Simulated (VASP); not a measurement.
# KCl (Sylvite) (Fm-3m) in VASP: notebook

Runs on KCl (Sylvite). Level: PBEsol. Tasks: relaxation of cell and atoms.

Everything below comes from runs of VASP 6.6.1. Logs are shortened: lines on timing, memory, paths and dates and some standing lists are left out, and cuts for length are marked.

### 1 The cell of the first run

It takes space group Fm-3m (No. 225, cubic). Conventional cell: a = 6.293 Å, b = 6.293 Å, c = 6.293 Å, α = 90.00°, β = 90.00°, γ = 90.00°. Within 4.1 Å of K (site symmetry m-3m) lie 6 Cl at 3.15 Å. Cl (site symmetry m-3m) has 6 K at 3.15 Å within 4.1 Å.

### 2 Relaxation of cell and atoms, PBEsol, target pressure 5 GPa, at which the enthalpy is minimised

The input, INCAR:

```
SYSTEM = KCl
ALGO = Normal ; EDIFF = 1E-6
EDIFFG = -0.02 ; ENCUT = 600
GGA = PS ; IBRION = 2
ISIF = 3 ; ISMEAR = -1
LASPH = .TRUE. ; LCHARG = .FALSE.
LREAL = .FALSE. ; LWAVE = .FALSE.
NELM = 100 ; NSW = 80
PREC = Accurate ; PSTRESS = 50.0
SIGMA = 0.05
```

The input, KPOINTS:

```
k-points
0
G
  7 7 7
  0 0 0
```

The input, POSCAR:

```
KCl
1.0
    0.0000000000      3.1464700000      3.1464700000
    3.1464700000      0.0000000000      3.1464700000
    3.1464700000      3.1464700000      0.0000000000
K Cl
1 1
Direct
    0.0000000000      0.0000000000      0.0000000000
    0.5000000000      0.5000000000      0.5000000000
```

Potentials or basis: VASP PAW PBE potentials, release 64 (K_sv, Cl).

Run with:

```bash
> cat potpaw_PBE.64/K_sv/POTCAR potpaw_PBE.64/Cl/POTCAR > POTCAR
> mpirun -np 1 vasp_std > vasp.out
```

OUTCAR:

```text
SYSTEM = KCl
   EDIFF = 1E-6
   EDIFFG = -0.02
   ENCUT = 600
   GGA = PS
   IBRION = 2
   ISIF = 3
   ISMEAR = -1
   LASPH = .TRUE.
   LREAL = .FALSE.
   NELM = 100
   NSW = 80
   PREC = Accurate
   PSTRESS = 50.0

 ion  position               nearest neighbor table
   1  0.000  0.000  0.000-   2 3.15   2 3.15   2 3.15   2 3.15   2 3.15   2 3.15
   2  0.500  0.500  0.500-   1 3.15   1 3.15   1 3.15   1 3.15   1 3.15   1 3.15

  LATTYP: Found a face centered cubic cell.
 ALAT       =     6.2929400000

  Lattice vectors:

 A1 = (   0.0000000000,   3.1464700000,   3.1464700000)
 A2 = (   3.1464700000,   0.0000000000,   3.1464700000)
 A3 = (   3.1464700000,   3.1464700000,   0.0000000000)

Analysis of symmetry for initial positions (statically):
=====================================================================
 Subroutine PRICEL returns:
 Original cell was already a primitive cell.

 Routine SETGRP: Setting up the symmetry group for a
 face centered cubic supercell.

 Subroutine GETGRP returns: Found 48 space group operations
 (whereof 48 operations were pure point group operations)
 out of a pool of 48 trial point group operations.

The static configuration has the point symmetry O_h .

Analysis of symmetry for dynamics (positions and initial velocities):
=====================================================================
 Subroutine PRICEL returns:
 Original cell was already a primitive cell.

 Routine SETGRP: Setting up the symmetry group for a
 face centered cubic supercell.

 Subroutine GETGRP returns: Found 48 space group operations
 (whereof 48 operations were pure point group operations)
 out of a pool of 48 trial point group operations.

The dynamic configuration has the point symmetry O_h .

 Subroutine INISYM returns: Found 48 space group operations
 (whereof 48 operations are pure point group operations),
 and found     1 'primitive' translations

----------------------------------------------------------------------------------------

                                     Primitive cell

  volume of cell :      62.3018

  direct lattice vectors                    reciprocal lattice vectors
     0.000000000  3.146470000  3.146470000    -0.158908237  0.158908237  0.158908237
     3.146470000  0.000000000  3.146470000     0.158908237 -0.158908237  0.158908237
     3.146470000  3.146470000  0.000000000     0.158908237  0.158908237 -0.158908237

  length of vectors
     4.449780548  4.449780548  4.449780548     0.275237140  0.275237140  0.275237140

  position of ions in fractional coordinates (direct lattice)
[... 87 lines left out ...]
   EMIN   =  10.00;   EMAX   =-10.00  energy-range for DOS
   EFERMI =   0.00;   METHOD = LEGACY
   ISMEAR =    -1;   SIGMA  =   0.05  broadening in eV -4-tet -1-fermi 0-gaus
   EFERMI_NEDOS =   21; number of points for ismear=-14 and -15
   IALGO  =     38    algorithm
   IMIX   =      4    mixing-type and parameters
     AMIX     =   0.40;   BMIX     =  1.00
     AMIX_MAG =   1.60;   BMIX_MAG =  1.00
  volume/ion in A,a.u.               =      31.15       210.22
  Fermi-wavevector in a.u.,A,eV,Ry     =   1.040594  1.966437 14.732871  1.082835
  Thomas-Fermi vector in A             =   2.175177
   LORBIT       =      0    0 simple, 1 ext, 2 COOP (PROOUT), +10 PAW based schemes
   GGA     = PS    functional components
   LHFCALC =     F    Hartree Fock is set to
   AEXX    =    0.0000 exact exchange contribution
   IVDW    =     0    specifies the selected vdW correction
   LEPSILON=     F    determine dielectric tensor
   LRPA    =     F    only Hartree local field effects (RPA)
 conjugate gradient relaxation of ions
 non-spin polarized calculation
  energy-cutoff  :      600.00
  volume of cell :       62.30
 maximum number of plane-waves:      2102
   NGX = 17   NGY = 17   NGZ = 17

--------------------------------------- Ionic step        1  -------------------------------------------

 number of electron      16.0000001 magnetization

 Free energy of the ion-electron system (eV)
  ---------------------------------------------------
  ext. energy  EPLUGINS =         0.00000000
  ---------------------------------------------------
  free energy    TOTEN  =        -7.02212166 eV

  energy without entropy =       -7.02212166  energy(sigma->0) =       -7.02212166

------------------------ aborting loop because EDIFF is reached ----------------------------------------

  FORCE on cell =-STRESS in cart. coord.  units (eV):
  Direction    XX          YY          ZZ          XY          YZ          ZX
  --------------------------------------------------------------------------------------
  -------------------------------------------------------------------------------------
  Total       -0.1312068     -0.1312068     -0.1312068      0.0000000      0.0000000      0.0000000
  in kB       -3.3741638     -3.3741638     -3.3741638      0.0000000      0.0000000      0.0000000
  external PRESSURE =     -53.3741638 kB  Pullay stress =      50.0000000 kB
[... 25 lines left out ...]
--------------------------------------- Ionic step        2  -------------------------------------------

 number of electron      16.0000001 magnetization

 E-fermi :  -0.1715     XC(G=0):  -8.4055

 val. band max:       -1.2193083424   @ k =   0.0000   0.0000   0.0000
 cond. band min:       4.3409624598   @ k =   0.0000   0.0000   0.0000
 fundamental gap:      5.5602708022
 Fermi energy:        -0.1715383396

 k-point     1 :       0.0000    0.0000    0.0000
  band No.  band energies     occupation
      1     -27.9281      2.00000
      2     -13.5154      2.00000
      3     -11.4571      2.00000
      4     -11.4571      2.00000
      5     -11.4571      2.00000
      6      -1.2193      2.00000
      7      -1.2193      2.00000
      8      -1.2193      2.00000
      9       4.3410      0.00000
     10       7.0824      0.00000
     11       7.0824      0.00000
     12       7.0824      0.00000
[... 358 lines left out ...]
--------------------------------------- Ionic step        4  -------------------------------------------

 number of electron      16.0000001 magnetization

 Free energy of the ion-electron system (eV)
  ---------------------------------------------------
  ext. energy  EPLUGINS =         0.00000000
  ---------------------------------------------------
  free energy    TOTEN  =        -6.89346676 eV

  energy without entropy =       -6.89346676  energy(sigma->0) =       -6.89346676

 E-fermi :   0.0514     XC(G=0):  -8.5941

 val. band max:       -1.0069335288   @ k =   0.0000   0.0000   0.0000
 cond. band min:       4.7152801683   @ k =   0.0000   0.0000   0.0000
 fundamental gap:      5.7222136972
 Fermi energy:         0.0514236780

 k-point     1 :       0.0000    0.0000    0.0000
  band No.  band energies     occupation
      1     -27.6417      2.00000
      2     -13.3673      2.00000
      3     -11.1698      2.00000
      4     -11.1698      2.00000
      5     -11.1698      2.00000
      6      -1.0069      2.00000
      7      -1.0069      2.00000
      8      -1.0069      2.00000
      9       4.7153      0.00000
     10       7.2782      0.00000
     11       7.2782      0.00000
     12       7.2782      0.00000
[... 316 lines left out ...]
  energy  without entropy=       -6.8934667635  energy(sigma->0) =       -6.89346676

  enthalpy is  TOTEN    =        -5.2937326982 eV   P V=        1.5997340654

 reached required accuracy - stopping structural energy minimisation
```

OSZICAR:

```text
N       E                     dE             d eps       ncg     rms          rms(c)
DAV:   1     0.118293597938E+03    0.11829E+03   -0.78807E+03   480   0.134E+03
DAV:   2     0.463640293563E+00   -0.11783E+03   -0.10858E+03   604   0.296E+02
DAV:   3    -0.701327683887E+01   -0.74769E+01   -0.74303E+01   608   0.681E+01
[... 35 lines left out ...]
DAV:   2    -0.689374247067E+01    0.12715E-02   -0.30783E-03   584   0.533E-01    0.998E-02
DAV:   3    -0.689344605549E+01    0.29642E-03   -0.95479E-04   832   0.272E-01    0.787E-02
DAV:   4    -0.689345768946E+01   -0.11634E-04   -0.30134E-05   864   0.353E-02    0.385E-02
DAV:   5    -0.689346716353E+01   -0.94741E-05   -0.28917E-05   796   0.290E-02    0.591E-03
DAV:   6    -0.689346676358E+01    0.39995E-06   -0.82882E-07   416   0.104E-02
   4 F= -.52937327E+01 E0= -.52937327E+01  d E =-.215897E+00
```

Run time: 66 s. Hardware: 1 thread of Intel Xeon Platinum 8259CL at 2.50GHz (Skylake/Cascade Lake), shared host; peak memory 0.22 GiB.

Results:

```yaml
Free_energy: -6.8935 eV
Relaxed_volume: 25.63 Å³/atom
Relaxed_cell: a = 4.170 Å, b = 4.170 Å, c = 4.170 Å, α = 60.00°, β = 60.00°, γ = 60.00°
Space_group_after_relaxing_to_0.05_Å: Fm-3m (No. 225)
Energy_change_on_relaxing_the_enthalpy_is_what_falls: +64.3 meV/atom
Ionic_steps: 4
Pressure_after_relaxing: 5.0 GPa
Band_gap_on_the_k_mesh: 5.72 eV, direct
```

Step by step:
```
step  energy change (eV)  largest force (eV/Å)  pressure (GPa)  volume (Å³)
   1              0.0000                0.0000           -0.34        62.30
   2              0.0720                0.0000            3.49        53.41
   3              0.1224                0.0000            4.87        51.46
   4              0.1287                0.0000            5.04        51.26
```

Final structure:
```
K Cl
1.0
     0.00000    2.94840    2.94840
     2.94840    0.00000    2.94840
     2.94840    2.94840    0.00000
K Cl
1 1
Direct
  0.00000 0.00000 0.00000
  0.50000 0.50000 0.50000
```

Levels at points of the mesh, in eV from the valence-band top:
```tsv
k point	band 5	band 6	band 7	band 8	band 9	band 10	band 11	band 12
(0.00, 0.00, 0.00)	-10.16	0.00	0.00	0.00	5.72	8.29	8.29	8.29
```

Caveat: the cell is relaxed towards a set pressure, so the enthalpy falls and the energy may rise; the volume moved by over 15 % at a fixed basis, so the end points are rough; the PAW data sets were made with another functional, which shifts forces and pressure a little.

### 3 Relaxation of cell and atoms, PBEsol, target pressure 10 GPa, at which the enthalpy is minimised

The input, INCAR:

```
SYSTEM = KCl
  ALGO = Normal
  EDIFF = 1E-6
  EDIFFG = -0.02
  ENCUT = 600
  GGA = PS
  IBRION = 2
  ISIF = 3
  ISMEAR = -1
  LASPH = .TRUE.
  LCHARG = .FALSE.
  LREAL = .FALSE.
  LWAVE = .FALSE.
  NELM = 60
  NSW = 80
  PREC = Accurate
  PSTRESS = 100.0
  SIGMA = 0.05
```

KPOINTS is that of step 2.

POSCAR is that of step 2.

Potentials or basis: VASP PAW PBE potentials, release 64 (K_sv, Cl).

Run with:

```bash
> cat potpaw_PBE.64/K_sv/POTCAR potpaw_PBE.64/Cl/POTCAR > POTCAR
> mpirun -np 1 vasp_std > vasp.out
```

Wall time 48 s (1 thread of Intel Xeon Platinum 8259CL at 2.50GHz (Skylake/Cascade Lake), shared host); peak memory 0.21 GiB.

It converged, with:

| Property | Result |
| --- | --- |
| Free energy | -6.6744 eV |
| Relaxed volume | 23.23 Å³/atom |
| Relaxed cell | a = 4.035 Å, b = 4.035 Å, c = 4.035 Å, α = 60.00°, β = 60.00°, γ = 60.00° |
| Space group after relaxing (to 0.05 Å) | Fm-3m (No. 225) |
| Energy change on relaxing (the enthalpy is what falls) | +173.9 meV/atom |
| Ionic steps | 3 |
| Pressure after relaxing | 10.0 GPa |
| Band gap on the k mesh | 5.94 eV, indirect (least direct gap 6.15 eV) |

The path:
```tsv
step	energy change (eV)	largest force (eV/Å)	pressure (GPa)	volume (Å³)
1	0.0000	0.0000	-0.34	62.30
2	0.3858	0.0000	10.83	45.88
3	0.3478	0.0000	10.02	46.46
```

Final structure:
```
K Cl
1.0
     0.00000    2.85340    2.85340
     2.85340    0.00000    2.85340
     2.85340    2.85340    0.00000
K Cl
1 1
Cartesian
  0.0000 0.0000 0.0000
  2.8534 2.8534 2.8534
```

Levels at points of the mesh, in eV from the valence-band top:
```
           k point  band 6  band 7  band 8  band 9  band 10  band 11
(0.00, 0.00, 0.00)    0.00    0.00    0.00    6.15     8.21     8.21
```

Caveat: the cell is relaxed towards a set pressure, so the enthalpy falls and the energy may rise; the volume moved by over 15 % at a fixed basis, so the end points are rough; the PAW data sets were made with another functional, which shifts forces and pressure a little. A hybrid or GW would open this gap; PBEsol tends to underestimate it.
